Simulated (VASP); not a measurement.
# HfSi (Pnma) in VASP: notebook

Runs on HfSi. Level: PBEsol. Tasks: single point.

Program: VASP 6.6.1. These are calculated values, not measurements. Logs are shortened: lines on timing, memory, paths and dates and some standing lists are left out, and cuts for length are marked.

## (1) The cell of the first run

Symmetry: Pnma, No. 62, orthorhombic system. Conventional cell: a = 6.822 Å, b = 3.760 Å, c = 5.046 Å, α = 90.00°, β = 90.00°, γ = 90.00°. Hf (site symmetry m) has 7 Si at 2.61 to 2.85 Å and 6 Hf at 3.30 to 3.31 Å within 3.4 Å. Si (site symmetry m) has 2 Si at 2.42 Å and 7 Hf at 2.61 to 2.85 Å within 3.2 Å.

## (2) Single point, PBEsol (strain +0.000 along x and y, -0.030 along z)

File INCAR:

```
SYSTEM = HfSi
PREC = Accurate
ENCUT = 520
EDIFF = 1E-6
ISMEAR = 0
SIGMA = 0.15
LREAL = .FALSE.
LASPH = .TRUE.
NELM = 100
ALGO = Normal
ISIF = 2
LWAVE = .FALSE.
LCHARG = .FALSE.
GGA = PS
NBANDS = 38
```

File KPOINTS:

```
Automatic mesh
0
G
  6 10 8
  0 0 0
```

File POSCAR:

```
HfSi
1.0
    6.8218119282      0.0000000000      0.0000000000
    0.0000000000      3.7596398354      0.0000000000
    0.0000000000      0.0000000000      5.0456915939
Hf Si
4 4
Direct
    0.1755908222      0.2500000000      0.1264896848
    0.3244091778      0.7500000000      0.6264896848
    0.6755908222      0.2500000000      0.3735103152
    0.8244091778      0.7500000000      0.8735103152
    0.0430603597      0.2500000000      0.6402012503
    0.4569396403      0.7500000000      0.1402012503
    0.5430603597      0.2500000000      0.8597987497
    0.9569396403      0.7500000000      0.3597987497
```

Potentials or basis: VASP PAW PBE potentials, release 64 (Hf_pv, Si).

Launch:

```bash
$ cat potpaw_PBE.64/Hf_pv/POTCAR potpaw_PBE.64/Si/POTCAR > POTCAR
$ mpirun -np 1 vasp_std > vasp.out
```

OUTCAR:

```text
SYSTEM = HfSi
   PREC = Accurate
   ENCUT = 520
   EDIFF = 1E-6
   ISMEAR = 0
   LREAL = .FALSE.
   LASPH = .TRUE.
   NELM = 100
   ISIF = 2
   GGA = PS

 ion  position               nearest neighbor table
   1  0.176  0.250  0.126-   5 2.61   8 2.67   8 2.67   6 2.69   6 2.69   5 2.75   7 2.85   4 3.30
                             4 3.30   2 3.31   2 3.31   2 3.31   2 3.31   3 3.63   3 3.63
   2  0.324  0.750  0.626-   6 2.61   7 2.67   7 2.67   5 2.69   5 2.69   6 2.75   8 2.85   3 3.30
                             3 3.30   1 3.31   1 3.31   1 3.31   1 3.31   4 3.63   4 3.63
   3  0.676  0.250  0.374-   7 2.61   6 2.67   6 2.67   8 2.69   8 2.69   7 2.75   5 2.85   2 3.30
                             2 3.30   4 3.31   4 3.31   4 3.31   4 3.31   1 3.63   1 3.63
   4  0.824  0.750  0.874-   8 2.61   5 2.67   5 2.67   7 2.69   7 2.69   8 2.75   6 2.85   1 3.30
                             1 3.30   3 3.31   3 3.31   3 3.31   3 3.31   2 3.63   2 3.63
   5  0.043  0.250  0.640-   8 2.42   8 2.42   1 2.61   4 2.67   4 2.67   2 2.69   2 2.69   1 2.75
                             3 2.85
   6  0.457  0.750  0.140-   7 2.42   7 2.42   2 2.61   3 2.67   3 2.67   1 2.69   1 2.69   2 2.75
                             4 2.85
   7  0.543  0.250  0.860-   6 2.42   6 2.42   3 2.61   2 2.67   2 2.67   4 2.69   4 2.69   3 2.75
                             1 2.85
   8  0.957  0.750  0.360-   5 2.42   5 2.42   4 2.61   1 2.67   1 2.67   3 2.69   3 2.69   4 2.75
                             2 2.85

  LATTYP: Found a simple orthorhombic cell.
 ALAT       =     3.7596398354
 B/A-ratio  =     1.3420678083
 C/A-ratio  =     1.8144854898

  Lattice vectors:

 A1 = (   0.0000000000,   3.7596398354,   0.0000000000)
 A2 = (   0.0000000000,   0.0000000000,   5.0456915939)
 A3 = (   6.8218119282,   0.0000000000,   0.0000000000)

Analysis of symmetry for initial positions (statically):
=====================================================================
 Subroutine PRICEL returns:
 Original cell was already a primitive cell.

 Routine SETGRP: Setting up the symmetry group for a
 simple orthorhombic supercell.

 Subroutine GETGRP returns: Found  8 space group operations
 (whereof  2 operations were pure point group operations)
 out of a pool of  8 trial point group operations.

The static configuration has the point symmetry S_2 .
 The point group associated with its full space group is D_2h.

Analysis of symmetry for dynamics (positions and initial velocities):
=====================================================================
 Subroutine PRICEL returns:
 Original cell was already a primitive cell.

 Routine SETGRP: Setting up the symmetry group for a
 simple orthorhombic supercell.

 Subroutine GETGRP returns: Found  8 space group operations
 (whereof  2 operations were pure point group operations)
 out of a pool of  8 trial point group operations.

The dynamic configuration has the point symmetry S_2 .
 The point group associated with its full space group is D_2h.

 Subroutine INISYM returns: Found  8 space group operations
 (whereof  2 operations are pure point group operations),
 and found     1 'primitive' translations

----------------------------------------------------------------------------------------

                                     Primitive cell

  volume of cell :     129.4097

  direct lattice vectors                    reciprocal lattice vectors
     6.821811928  0.000000000  0.000000000     0.146588621  0.000000000  0.000000000
     0.000000000  3.759639835  0.000000000     0.000000000  0.265982925  0.000000000
     0.000000000  0.000000000  5.045691594     0.000000000  0.000000000  0.198188887

  length of vectors
     6.821811928  3.759639835  5.045691594     0.146588621  0.265982925  0.198188887

  position of ions in fractional coordinates (direct lattice)
     0.175590822  0.250000000  0.126489685
     0.324409178  0.750000000  0.626489685
     0.675590822  0.250000000  0.373510315
     0.824409178  0.750000000  0.873510315
     0.043060360  0.250000000  0.640201250
     0.456939640  0.750000000  0.140201250
     0.543060360  0.250000000  0.859798750
     0.956939640  0.750000000  0.359798750

  ion indices of the primitive-cell ions
   primitive index   ion index
                 1           1
                 2           2
                 3           3
                 4           4
                 5           5
                 6           6
                 7           7
                 8           8

----------------------------------------------------------------------------------------

 KPOINTS: Automatic mesh

Automatic generation of k-mesh.
 Grid dimensions read from file:
 generate k-points for:    6   10    8

 Generating k-lattice:

  Cartesian coordinates                     Fractional coordinates (reciprocal lattice)
     0.024431437  0.000000000  0.000000000     0.166666667  0.000000000  0.000000000
     0.000000000  0.026598292  0.000000000     0.000000000  0.100000000  0.000000000
     0.000000000  0.000000000  0.024773611     0.000000000  0.000000000  0.125000000

  Length of vectors
     0.024431437  0.026598292  0.024773611

  Shift w.r.t. Gamma in fractional coordinates (k-lattice)
     0.000000000  0.000000000  0.000000000

 Subroutine IBZKPT returns following result:
 ===========================================

 Found    120 irreducible k-points:

 Following reciprocal coordinates:
            Coordinates               Weight
  0.000000  0.000000  0.000000      1.000000
  0.166667  0.000000  0.000000      2.000000
  0.333333  0.000000  0.000000      2.000000
  0.500000  0.000000  0.000000      1.000000
  0.000000  0.100000  0.000000      2.000000
  0.166667  0.100000  0.000000      4.000000
[... 16 lines left out ...]
  0.333333  0.500000  0.000000      2.000000
  0.500000  0.500000  0.000000      1.000000
 [... further k-points ...]
   k-points           NKPTS =    120   k-points in BZ     NKDIM =    120   number of bands    NBANDS=     38
   number of dos      NEDOS =    301   number of ions     NIONS =      8
   total plane-waves  NPLWV =  60480
   dimension x,y,z NGX =    54 NGY =   28 NGZ =   40
   dimension x,y,z NGXF=   108 NGYF=   56 NGZF=   80
   ions per type =               4   4
   NGX,Y,Z   is equivalent  to a cutoff of  13.16, 12.38, 13.18 a.u.
   NGXF,Y,Z  is equivalent  to a cutoff of  26.32, 24.76, 26.36 a.u.
 SYSTEM =  HfSi
   PREC   = accura    normal or accurate (medium, high low for compatibility)
   ISTART =      0    job   : 0-new  1-cont  2-samecut
   ICHARG =      2    charge: 1-file 2-atom 10-const
   ISPIN  =      1    spin polarized calculation?
   LNONCOLLINEAR =      F non collinear calculations
   LSORBIT =      F    spin-orbit coupling
   LASPH  =      T    aspherical Exc in radial PAW
   ENCUT  =  520.0 eV  38.22 Ry    6.18 a.u.  12.68  6.99  9.38*2*pi/ulx,y,z
   NELM   =    100;   NELMIN=  2; NELMDL= -5     # of ELM steps
   EDIFF  = 0.1E-05   stopping-criterion for ELM
   LREAL  =      F    real-space projection
   EDIFFG = 0.1E-04   stopping-criterion for IOM
   NSW    =      0    number of steps for IOM
   IBRION =     -1    ionic relax: 0-MD 1-quasi-New 2-CG
   NFREE  =      0    steps in history (QN), initial steepest desc. (CG)
   ISIF   =      2    stress and relaxation
   ISYM   =      2    0-nonsym 1-usesym 2-fastsym
   POTIM  = 0.5000    time-step for ionic-motion
   TEBEG  =    0.0;   TEEND  =   0.0 temperature during run
   PSTRESS=    0.0 pullay stress
   NELECT =      56.0000    total number of electrons
   NUPDOWN=      -1.0000    fix difference up-down
   EMIN   =  10.00;   EMAX   =-10.00  energy-range for DOS
   EFERMI =   0.00;   METHOD = LEGACY
   ISMEAR =     0;   SIGMA  =   0.15  broadening in eV -4-tet -1-fermi 0-gaus
   EFERMI_NEDOS =   21; number of points for ismear=-14 and -15
   IALGO  =     38    algorithm
   IMIX   =      4    mixing-type and parameters
     AMIX     =   0.40;   BMIX     =  1.00
     AMIX_MAG =   1.60;   BMIX_MAG =  1.00
  volume/ion in A,a.u.               =      16.18       109.16
  Fermi-wavevector in a.u.,A,eV,Ry     =   1.238270  2.339991 20.861977  1.533312
  Thomas-Fermi vector in A             =   2.372802
   LORBIT       =      0    0 simple, 1 ext, 2 COOP (PROOUT), +10 PAW based schemes
   GGA     = PS    functional components
   LHFCALC =     F    Hartree Fock is set to
   AEXX    =    0.0000 exact exchange contribution
   IVDW    =     0    specifies the selected vdW correction
   LEPSILON=     F    determine dielectric tensor
   LRPA    =     F    only Hartree local field effects (RPA)
 non-spin polarized calculation
 Gauss-broadening in eV      SIGMA  =   0.15
  energy-cutoff  :      520.00
  volume of cell :      129.41
 maximum number of plane-waves:      3516
 NGX is ok and might be reduce to    54
   NGX = 25   NGY = 13   NGZ = 19

 number of electron      56.0000003 magnetization

 Free energy of the ion-electron system (eV)
  ---------------------------------------------------
  ext. energy  EPLUGINS =         0.00000000
  ---------------------------------------------------
  free energy    TOTEN  =       -72.06902848 eV

  energy without entropy =      -72.05007290  energy(sigma->0) =      -72.05955069

 E-fermi :   7.8203     XC(G=0): -11.8751

 val. band max:        7.8157112448   @ k =   0.0000   0.1000   0.5000
 cond. band min:       7.8299472203   @ k =   0.1667   0.1000   0.2500
 fundamental gap:      0.0142359755
 Fermi energy:         7.8202692547

 k-point     1 :       0.0000    0.0000    0.0000
  band No.  band energies     occupation
      1     -22.6696      2.00000
      2     -22.6675      2.00000
      3     -22.6251      2.00000
      4     -22.5548      2.00000
      5     -22.5268      2.00000
      6     -22.5112      2.00000
[... 30 lines left out ...]
     37      11.5978      0.00000
     38      11.6916      0.00000

 k-point     2 :       0.1667    0.0000    0.0000
  band No.  band energies     occupation
      1     -22.6697      2.00000
      2     -22.6653      2.00000
      3     -22.6292      2.00000
      4     -22.5503      2.00000
      5     -22.5191      2.00000
      6     -22.5071      2.00000
[... 30 lines left out ...]
     37      11.2706      0.00000
     38      11.4831      0.00000
[... 859 lines left out ...]
     37      11.8393      0.00000
     38      11.8513      0.00000

 k-point    24 :       0.5000    0.5000    0.0000
  band No.  band energies     occupation
      1     -22.6060      2.00000
      2     -22.6060      2.00000
      3     -22.6060      2.00000
      4     -22.6060      2.00000
      5     -22.5101      2.00000
      6     -22.5101      2.00000
[... 30 lines left out ...]
     37      11.7861      0.00000
     38      11.7861      0.00000

 [... further k-points ...]
[... 5 lines left out ...]
  --------------------------------------------------------------------------------------
  -------------------------------------------------------------------------------------
  Total        2.1482430      1.9275864     10.0466138      0.0000000      0.0000000      0.0000000
  in kB       26.5966723     23.8647968    124.3837378      0.0000000      0.0000000      0.0000000
  external PRESSURE =      58.2817356 kB  Pullay stress =       0.0000000 kB

 VOLUME and BASIS-vectors are now :
 -----------------------------------------------------------------------------
  energy-cutoff  :      520.00
  volume of cell :      129.41
      direct lattice vectors                 reciprocal lattice vectors
     6.821811928  0.000000000  0.000000000     0.146588621  0.000000000  0.000000000
     0.000000000  3.759639835  0.000000000     0.000000000  0.265982925  0.000000000
     0.000000000  0.000000000  5.045691594     0.000000000  0.000000000  0.198188887

 POSITION                                       TOTAL-FORCE (eV/Angst)
 -----------------------------------------------------------------------------------
      1.19785      0.93991      0.63823         0.231404     -0.000000      0.079224
      2.21306      2.81973      3.16107        -0.231404      0.000000      0.079224
      4.60875      0.93991      1.88462         0.231404      0.000000     -0.079224
      5.62396      2.81973      4.40746        -0.231404      0.000000     -0.079224
      0.29375      0.93991      3.23026        -0.036676      0.000000     -0.044560
      3.11716      2.81973      0.70741         0.036676     -0.000000     -0.044560
      3.70466      0.93991      4.33828        -0.036676      0.000000      0.044560
      6.52806      2.81973      1.81543         0.036676      0.000000      0.044560
 -----------------------------------------------------------------------------------
    total drift:                                0.000000      0.000000     -0.000000

  FREE ENERGIE OF THE ION-ELECTRON SYSTEM (eV)
  ---------------------------------------------------
  free  energy   TOTEN  =       -72.0690284823 eV

  energy  without entropy=      -72.0500729048  energy(sigma->0) =      -72.05955069
```

Run time: 3.7 min. Hardware: 1 thread of Intel Xeon 6975P-C (Granite Rapids), shared host; peak memory 0.55 GiB.

Results:

```
Free energy            : -72.0690 eV
Pressure               : 5.8 GPa
Largest force          : 0.245 eV/Å
Band gap on the k mesh : zero (band 28 reaches 8.11 eV, above the bottom of band 29 at 7.67 eV)
```

Forces on the atoms (eV/Å):
```
Hf   0.231  0.000  0.079
Hf  -0.231  0.000  0.079
Hf   0.231  0.000 -0.079
Hf  -0.231  0.000 -0.079
Si  -0.037  0.000 -0.045
Si   0.037  0.000 -0.045
Si  -0.037  0.000  0.045
Si   0.037  0.000  0.045
```

Stress tensor (GPa, compression positive):
```
 2.66  0.00  0.00
 0.00  2.39  0.00
 0.00  0.00 12.44
```

Levels at points of the mesh, in eV from the Fermi level:
```tsv
k point	band 24	band 25	band 26	band 27	band 28	band 29	band 30	band 31	band 32	band 33
(0.00, 0.00, 0.00)	-2.02	-0.91	-0.50	-0.42	-0.34	0.29	0.63	0.88	1.25	1.41
(0.50, 0.00, 0.00)	-2.56	-0.97	-0.97	-0.59	-0.59	0.04	0.04	1.06	1.06	2.37
(0.00, 0.50, 0.00)	-2.67	-2.16	-2.16	-1.69	-1.69	2.16	2.16	2.67	2.67	3.13
(0.50, 0.50, 0.00)	-3.12	-2.02	-2.02	-2.02	-2.02	2.87	2.87	2.87	2.87	3.79
(0.00, 0.00, 0.50)	-1.92	-1.23	-1.23	-0.31	-0.31	0.88	0.88	0.89	0.89	1.91
(0.50, 0.00, 0.50)	-2.69	-1.32	-1.32	-0.86	-0.86	0.61	0.61	1.31	1.31	1.96
(0.00, 0.50, 0.50)	-2.79	-0.83	-0.83	-0.57	-0.57	-0.02	-0.02	0.99	0.99	3.03
(0.50, 0.50, 0.50)	-2.71	-1.70	-1.70	-1.70	-1.70	2.00	2.00	2.00	2.00	3.03
```

Caveat: the cell differs from its parent crystal (strain +0.000 along x and y, -0.030 along z); the PAW data sets were made with another functional, which shifts forces and pressure a little; spin-orbit coupling is left out, which moves the levels of the heavy elements.

## (3) Single point, PBEsol (strain -0.015 along x and y, +0.000 along z)

File INCAR:

```
ALGO = Normal
EDIFF = 1E-6
ENCUT = 520
GGA = PS
ISIF = 2
ISMEAR = 0
LASPH = True
LCHARG = True
LELF = True
LREAL = False
LVHAR = True
LWAVE = False
NBANDS = 38
NELM = 80
PREC = Accurate
SIGMA = 0.15
```

File KPOINTS:

```
k-points
0
Gamma
  6 10 8
```

Edit POSCAR of step 2 so:

```diff
@@ -2,5 +2,5 @@
 1.0
-    6.8218119282      0.0000000000      0.0000000000
-    0.0000000000      3.7596398354      0.0000000000
-    0.0000000000      0.0000000000      5.0456915939
+    6.7194847493      0.0000000000      0.0000000000
+    0.0000000000      3.7032452379      0.0000000000
+    0.0000000000      0.0000000000      5.2017439112
 Hf Si
```

Potentials or basis: VASP PAW PBE potentials, release 64 (Hf_pv, Si).

Launch:

```bash
$ cat potpaw_PBE.64/Hf_pv/POTCAR potpaw_PBE.64/Si/POTCAR > POTCAR
$ mpirun -np 1 vasp_std > vasp.out
```

Wall time 3.7 min (1 thread of Intel Xeon 6975P-C (Granite Rapids), shared host); peak memory 0.54 GiB.

It converged, with:

| Item | Value |
| --- | --- |
| Free energy | -72.1370 eV |
| Pressure | 5.3 GPa |
| Largest force | 0.143 eV/Å |
| Band gap on the k mesh | zero (band 28 reaches 8.07 eV, above the bottom of band 29 at 7.67 eV) |

Forces on the atoms (eV/Å):
```
Hf  -0.129  0.000 -0.061
Hf   0.129  0.000 -0.061
Hf  -0.129  0.000  0.061
Hf   0.129  0.000  0.061
Si  -0.025  0.000 -0.026
Si   0.025  0.000 -0.026
Si  -0.025  0.000  0.026
Si   0.025  0.000  0.026
```

Stress tensor (GPa, compression positive):
```
6.70 0.00 0.00
0.00 6.68 0.00
0.00 0.00 2.42
```

Levels at points of the mesh, in eV from the Fermi level:
| k point | band 26 | band 27 | band 28 | band 29 | band 30 | band 31 |
| --- | --- | --- | --- | --- | --- | --- |
| (0.00, 0.00, 0.00) | -0.57 | -0.32 | -0.27 | 0.41 | 0.70 | 0.93 |
| (0.50, 0.00, 0.00) | -0.94 | -0.66 | -0.66 | 0.15 | 0.15 | 1.16 |
| (0.00, 0.50, 0.00) | -2.16 | -1.72 | -1.72 | 2.19 | 2.19 | 2.63 |
| (0.50, 0.50, 0.00) | -2.07 | -2.07 | -2.07 | 3.09 | 3.09 | 3.09 |
| (0.00, 0.00, 0.50) | -1.28 | -0.15 | -0.15 | 0.93 | 0.93 | 1.05 |
| (0.50, 0.00, 0.50) | -1.28 | -0.75 | -0.75 | 0.55 | 0.55 | 1.35 |
| (0.00, 0.50, 0.50) | -0.82 | -0.62 | -0.62 | -0.10 | -0.10 | 0.85 |
| (0.50, 0.50, 0.50) | -1.80 | -1.80 | -1.80 | 2.01 | 2.01 | 2.01 |

Caveat: the cell differs from its parent crystal (strain -0.015 along x and y, +0.000 along z); the PAW data sets were made with another functional, which shifts forces and pressure a little; spin-orbit coupling is left out, which moves the levels of the heavy elements.

## (4) Single point, PBEsol (strain -0.030 along x and y, -0.030 along z)

File INCAR:

```
SYSTEM = HfSi
PREC = Accurate
ENCUT = 520
EDIFF = 1E-7
ISMEAR = 0
SIGMA = 0.15
LREAL = .False.
LASPH = .True.
NELM = 80
ALGO = Normal
ISIF = 2
LWAVE = .False.
LCHARG = .False.
GGA = PS
NBANDS = 38
```

File KPOINTS:

```
Automatic mesh
0
Gamma
  6 10 8
  0 0 0
```

Edit POSCAR of step 3 so:

```diff
@@ -2,5 +2,5 @@
 1.0
-    6.7194847493      0.0000000000      0.0000000000
-    0.0000000000      3.7032452379      0.0000000000
-    0.0000000000      0.0000000000      5.2017439112
+    6.6171575704      0.0000000000      0.0000000000
+    0.0000000000      3.6468506403      0.0000000000
+    0.0000000000      0.0000000000      5.0456915939
 Hf Si
```

Launch:

```bash
$ cat potpaw_PBE.64/Hf_pv/POTCAR potpaw_PBE.64/Si/POTCAR > POTCAR
$ mpirun -np 1 vasp_std > vasp.out
```

Run time: 4.9 min. Hardware: 1 thread of AMD EPYC 9R45 (Zen 5), shared host; peak memory 0.49 GiB.

It converged, with:

```yaml
Free_energy: -71.6071 eV
Pressure: 18.0 GPa
Largest_force: 0.076 eV/Å
Band_gap_on_the_k_mesh: zero (band 28 reaches 8.64 eV, above the bottom of band 29 at 8.22 eV)
```

Forces in eV/Å, atoms in the order of the input:
```
Hf  -0.040  0.000 -0.033
Hf   0.040  0.000 -0.033
Hf  -0.040  0.000  0.033
Hf   0.040  0.000  0.033
Si  -0.046  0.000 -0.061
Si   0.046  0.000 -0.061
Si  -0.046  0.000  0.061
Si   0.046  0.000  0.061
```

Stress tensor (GPa, compression positive):
```
17.66  0.00  0.00
 0.00 17.68  0.00
 0.00  0.00 18.80
```

Levels at points of the mesh, in eV from the Fermi level:
| k point | band 25 | band 26 | band 27 | band 28 | band 29 | band 30 | band 31 | band 32 |
| --- | --- | --- | --- | --- | --- | --- | --- | --- |
| (0.00, 0.00, 0.00) | -0.93 | -0.55 | -0.42 | -0.34 | 0.41 | 0.72 | 0.94 | 1.38 |
| (0.50, 0.00, 0.00) | -1.01 | -1.01 | -0.68 | -0.68 | 0.19 | 0.19 | 1.20 | 1.20 |
| (0.00, 0.50, 0.00) | -2.26 | -2.26 | -1.71 | -1.71 | 2.38 | 2.38 | 2.87 | 2.87 |
| (0.50, 0.50, 0.00) | -2.12 | -2.12 | -2.12 | -2.12 | 3.27 | 3.27 | 3.27 | 3.27 |
| (0.00, 0.00, 0.50) | -1.32 | -1.32 | -0.17 | -0.17 | 0.96 | 0.96 | 1.09 | 1.09 |
| (0.50, 0.00, 0.50) | -1.35 | -1.35 | -0.82 | -0.82 | 0.63 | 0.63 | 1.43 | 1.43 |
| (0.00, 0.50, 0.50) | -0.87 | -0.87 | -0.67 | -0.67 | -0.11 | -0.11 | 0.94 | 0.94 |
| (0.50, 0.50, 0.50) | -1.87 | -1.87 | -1.87 | -1.87 | 2.14 | 2.14 | 2.14 | 2.14 |

Caveat: the cell differs from its parent crystal (strain -0.030 along x and y, -0.030 along z); the PAW data sets were made with another functional, which shifts forces and pressure a little; spin-orbit coupling is left out, which moves the levels of the heavy elements.

(Part 1 of 2 ends here.)
